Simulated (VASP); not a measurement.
# Yb (Fm-3m) in VASP: notebook

The runs below take Yb through single point, with PBE.

Everything below comes from runs of VASP 6.6.1. Logs are shortened: lines on timing, memory, paths and dates and some standing lists are left out, and cuts for length are marked.

## Step 1: The cell of the first run

Symmetry: Fm-3m, No. 225, cubic system. Conventional cell: a = 4.400 Å, b = 4.400 Å, c = 4.400 Å, α = 90.00°, β = 90.00°, γ = 90.00°. Within 4.1 Å of Yb (site symmetry m-3m) lie 12 Yb at 3.11 Å.

## Step 2: Single point, PBE (21.30 Å³/atom)

INCAR reads:

```
SYSTEM = Yb
PREC     = Accurate       ! precision mode
ENCUT    = 520            ! plane-wave cutoff, eV
EDIFF    = 1E-6           ! SCF threshold, eV
ISMEAR   = -1             ! smearing method
SIGMA    = 0.05           ! smearing width, eV
LREAL    = .False.        ! projectors in reciprocal space
LASPH    = .True.         ! aspherical terms in the spheres
NELM     = 80             ! most SCF steps
ALGO     = Normal         ! electronic algorithm
ISIF     = 2              ! what is computed and relaxed
LWAVE    = .False.        ! write WAVECAR
LCHARG   = .True.         ! write CHGCAR
GGA      = PE             ! functional
LELF     = .True.         ! ELF
LVHAR    = .True.       
NBANDS   = 18             ! bands
```

KPOINTS reads:

```
Automatic mesh
0
Gamma
  15 15 15
  0 0 0
```

POSCAR reads:

```
Yb
1.0
    0.0000000000      2.2002462534      2.2002462534
    2.2002462534      0.0000000000      2.2002462534
    2.2002462534      2.2002462534      0.0000000000
Yb
1
Direct
    0.0000000000      0.0000000000      0.0000000000
```

Potentials or basis: VASP PAW PBE potentials, release 64 (Yb).

Run with:

```
$ cat potpaw_PBE.64/Yb/POTCAR > POTCAR
$ mpirun -np 1 vasp_std > vasp.out
```

OUTCAR:

```text
SYSTEM = Yb
   PREC = Accurate
   ENCUT = 520
   EDIFF = 1E-6
   ISMEAR = -1
   LREAL = .False.
   LASPH = .True.
   NELM = 80
   ISIF = 2
   GGA = PE

 ion  position               nearest neighbor table
   1  0.000  0.000  0.000-

  LATTYP: Found a face centered cubic cell.
 ALAT       =     4.4004925068

  Lattice vectors:

 A1 = (   0.0000000000,   2.2002462534,   2.2002462534)
 A2 = (   2.2002462534,   0.0000000000,   2.2002462534)
 A3 = (   2.2002462534,   2.2002462534,   0.0000000000)

Analysis of symmetry for initial positions (statically):
=====================================================================
 Subroutine PRICEL returns:
 Original cell was already a primitive cell.

 Routine SETGRP: Setting up the symmetry group for a
 face centered cubic supercell.

 Subroutine GETGRP returns: Found 48 space group operations
 (whereof 48 operations were pure point group operations)
 out of a pool of 48 trial point group operations.

The static configuration has the point symmetry O_h .

Analysis of symmetry for dynamics (positions and initial velocities):
=====================================================================
 Subroutine PRICEL returns:
 Original cell was already a primitive cell.

 Routine SETGRP: Setting up the symmetry group for a
 face centered cubic supercell.

 Subroutine GETGRP returns: Found 48 space group operations
 (whereof 48 operations were pure point group operations)
 out of a pool of 48 trial point group operations.

The dynamic configuration has the point symmetry O_h .

 Subroutine INISYM returns: Found 48 space group operations
 (whereof 48 operations are pure point group operations),
 and found     1 'primitive' translations

----------------------------------------------------------------------------------------

                                     Primitive cell

  volume of cell :      21.3032

  direct lattice vectors                    reciprocal lattice vectors
     0.000000000  2.200246253  2.200246253    -0.227247291  0.227247291  0.227247291
     2.200246253  0.000000000  2.200246253     0.227247291 -0.227247291  0.227247291
     2.200246253  2.200246253  0.000000000     0.227247291  0.227247291 -0.227247291

  length of vectors
     3.111618092  3.111618092  3.111618092     0.393603853  0.393603853  0.393603853

  position of ions in fractional coordinates (direct lattice)
[... 70 lines left out ...]
   ICHARG =      2    charge: 1-file 2-atom 10-const
   ISPIN  =      1    spin polarized calculation?
   LNONCOLLINEAR =      F non collinear calculations
   LSORBIT =      F    spin-orbit coupling
   LASPH  =      T    aspherical Exc in radial PAW
   ENCUT  =  520.0 eV  38.22 Ry    6.18 a.u.   5.79  5.79  5.79*2*pi/ulx,y,z
   NELM   =     80;   NELMIN=  2; NELMDL= -5     # of ELM steps
   EDIFF  = 0.1E-05   stopping-criterion for ELM
   LREAL  =      F    real-space projection
   EDIFFG = 0.1E-04   stopping-criterion for IOM
   NSW    =      0    number of steps for IOM
   IBRION =     -1    ionic relax: 0-MD 1-quasi-New 2-CG
   NFREE  =      0    steps in history (QN), initial steepest desc. (CG)
   ISIF   =      2    stress and relaxation
   ISYM   =      2    0-nonsym 1-usesym 2-fastsym
   POTIM  = 0.5000    time-step for ionic-motion
   TEBEG  =    0.0;   TEEND  =   0.0 temperature during run
   PSTRESS=    0.0 pullay stress
   NELECT =      24.0000    total number of electrons
   NUPDOWN=      -1.0000    fix difference up-down
   EMIN   =  10.00;   EMAX   =-10.00  energy-range for DOS
   EFERMI =   0.00;   METHOD = LEGACY
   ISMEAR =    -1;   SIGMA  =   0.05  broadening in eV -4-tet -1-fermi 0-gaus
   EFERMI_NEDOS =   21; number of points for ismear=-14 and -15
   IALGO  =     38    algorithm
   IMIX   =      4    mixing-type and parameters
     AMIX     =   0.40;   BMIX     =  1.00
     AMIX_MAG =   1.60;   BMIX_MAG =  1.00
  volume/ion in A,a.u.               =      21.30       143.76
  Fermi-wavevector in a.u.,A,eV,Ry     =   1.703455  3.219063 39.480819  2.901758
  Thomas-Fermi vector in A             =   2.783038
   LORBIT       =      0    0 simple, 1 ext, 2 COOP (PROOUT), +10 PAW based schemes
   GGA     = PE    functional components
   LHFCALC =     F    Hartree Fock is set to
   AEXX    =    0.0000 exact exchange contribution
   IVDW    =     0    specifies the selected vdW correction
   LEPSILON=     F    determine dielectric tensor
   LRPA    =     F    only Hartree local field effects (RPA)
 non-spin polarized calculation
  energy-cutoff  :      520.00
  volume of cell :       21.30
 maximum number of plane-waves:       589
   NGX = 11   NGY = 11   NGZ = 11

 number of electron      23.9999996 magnetization

 Free energy of the ion-electron system (eV)
  ---------------------------------------------------
  ext. energy  EPLUGINS =         0.00000000
  ---------------------------------------------------
  free energy    TOTEN  =        -2.86884493 eV

  energy without entropy =       -2.85737460  energy(sigma->0) =       -2.86310977

 E-fermi :   3.4118     XC(G=0): -12.0592

 val. band max:        3.4072589100   @ k =  -0.4000   0.4667   0.1333
 cond. band min:       3.4211944549   @ k =   0.4000   0.3333   0.0000
 fundamental gap:      0.0139355449
 Fermi energy:         3.4117653915

 k-point     1 :       0.0000    0.0000    0.0000
  band No.  band energies     occupation
      1     -48.0375      2.00000
      2     -19.5378      2.00000
      3     -19.5378      2.00000
      4     -19.5378      2.00000
      5      -2.5306      2.00000
      6       2.5474      2.00000
[... 481 lines left out ...]
      5      -0.9616      2.00000
      6       2.5405      2.00000
[... 10 lines left out ...]
     17      11.0235      0.00000
     18      18.4419      0.00000

 [... further k-points ...]

------------------------ aborting loop because EDIFF is reached ----------------------------------------

  FORCE on cell =-STRESS in cart. coord.  units (eV):
  Direction    XX          YY          ZZ          XY          YZ          ZX
  --------------------------------------------------------------------------------------
  -------------------------------------------------------------------------------------
  Total        3.1541813      3.1541813      3.1541813     -0.0000000      0.0000000      0.0000000
  in kB      237.2211267    237.2211267    237.2211267     -0.0000000      0.0000000      0.0000000
  external PRESSURE =     237.2211267 kB  Pullay stress =       0.0000000 kB

 VOLUME and BASIS-vectors are now :
 -----------------------------------------------------------------------------
  energy-cutoff  :      520.00
  volume of cell :       21.30
      direct lattice vectors                 reciprocal lattice vectors
     0.000000000  2.200246253  2.200246253    -0.227247291  0.227247291  0.227247291
     2.200246253  0.000000000  2.200246253     0.227247291 -0.227247291  0.227247291
     2.200246253  2.200246253  0.000000000     0.227247291  0.227247291 -0.227247291

 POSITION                                       TOTAL-FORCE (eV/Angst)
 -----------------------------------------------------------------------------------
      0.00000      0.00000      0.00000        -0.000000     -0.000000     -0.000000
 -----------------------------------------------------------------------------------
    total drift:                                0.000000      0.000000      0.000000

  FREE ENERGIE OF THE ION-ELECTRON SYSTEM (eV)
  ---------------------------------------------------
  free  energy   TOTEN  =        -2.8688449320 eV

  energy  without entropy=       -2.8573746012  energy(sigma->0) =       -2.86310977
```

Wall time 75 s (1 thread of Intel Xeon Platinum 8259CL at 2.50GHz (Skylake/Cascade Lake), shared host); peak memory 0.18 GiB.

What came out:

```yaml
Free_energy: -2.8688 eV
Pressure: 23.7 GPa
Band_gap_on_the_k_mesh: zero (bands 12 and 13 overlap by 0.66 eV)
```

Caveat: the cell stands under pressure; spin-orbit coupling is left out, which moves the levels of the heavy elements.

## Step 3: Single point, PBE

This run uses another cell than the first one, of 21.38 Å³/atom.

INCAR reads:

```
  PREC = Accurate
  ENCUT = 520
  EDIFF = 1E-6
  ISMEAR = -1
  SIGMA = 0.05
  LREAL = False
  LASPH = True
  NELM = 80
  ALGO = Normal
  ISIF = 2
  LWAVE = False
  LCHARG = False
  GGA = PE
  NBANDS = 18
```

KPOINTS reads:

```
regular mesh
0
Gamma
  15 15 15
```

POSCAR reads:

```
Yb
1.0
    0.0000000000      2.2030424834      2.2030424834
    2.2030424834      0.0000000000      2.2030424834
    2.2030424834      2.2030424834      0.0000000000
Yb
1
Direct
    0.0000000000      0.0000000000      0.0000000000
```

Potentials or basis: VASP PAW PBE potentials, release 64 (Yb).

Run with:

```
$ cat potpaw_PBE.64/Yb/POTCAR > POTCAR
$ mpirun -np 1 vasp_std > vasp.out
```

Wall time 80 s (1 thread of Intel Xeon Platinum 8259CL at 2.50GHz (Skylake/Cascade Lake), shared host); peak memory 0.19 GiB.

It converged, with:

```yaml
Free_energy: -2.8807 eV
Pressure: 23.0 GPa
Band_gap_on_the_k_mesh: zero (bands 12 and 13 overlap by 0.66 eV)
```

Levels at points of the mesh, in eV from the Fermi level:
```csv
k point,band 8,band 9,band 10,band 11,band 12,band 13,band 14,band 15,band 16,band 17
"(0.00, 0.00, 0.00)",-0.62,-0.62,-0.36,-0.36,-0.36,3.43,3.43,3.43,7.03,7.03
```

Caveat: the cell stands under pressure; spin-orbit coupling is left out, which moves the levels of the heavy elements. Spin polarisation is off, so any magnetic state and its effect on volume and gap are missing.

## Step 4: Single point, PBE

This run uses another cell than the first one, of 21.38 Å³/atom.

INCAR reads:

```
SYSTEM = Yb
PREC     = Accurate       ! precision mode
ENCUT    = 520            ! plane-wave cutoff, eV
EDIFF    = 1E-6           ! SCF threshold, eV
ISMEAR   = -1             ! smearing method
SIGMA    = 0.05           ! smearing width, eV
LREAL    = .False.        ! projectors in reciprocal space
LASPH    = .True.         ! aspherical terms in the spheres
NELM     = 80             ! most SCF steps
ALGO     = Normal         ! electronic algorithm
ISIF     = 2              ! what is computed and relaxed
LWAVE    = .False.        ! write WAVECAR
LCHARG   = .False.        ! write CHGCAR
GGA      = PE             ! functional
NBANDS   = 18             ! bands
```

KPOINTS reads:

```
regular mesh
0
Gamma
  15 15 15
  0 0 0
```

POSCAR is that of step 3.

Run with:

```
$ cat potpaw_PBE.64/Yb/POTCAR > POTCAR
$ mpirun -np 1 vasp_std > vasp.out
```

Run time: 86 s. Hardware: 1 thread of Intel Xeon Platinum 8259CL at 2.50GHz (Skylake/Cascade Lake), shared host; peak memory 0.18 GiB.

Results (log left out):

* Free energy: -2.8807 eV
* Pressure: 23.0 GPa
* Band gap on the k mesh: zero (bands 12 and 13 overlap by 0.66 eV)

Levels at points of the mesh, in eV from the Fermi level:
```csv
k point,band 10,band 11,band 12,band 13,band 14,band 15
"(0.00, 0.00, 0.00)",-0.36,-0.36,-0.36,3.43,3.43,3.43
```

Caveat: the cell stands under pressure; spin-orbit coupling is left out, which moves the levels of the heavy elements. Spin polarisation is off, so any magnetic state and its effect on volume and gap are missing.
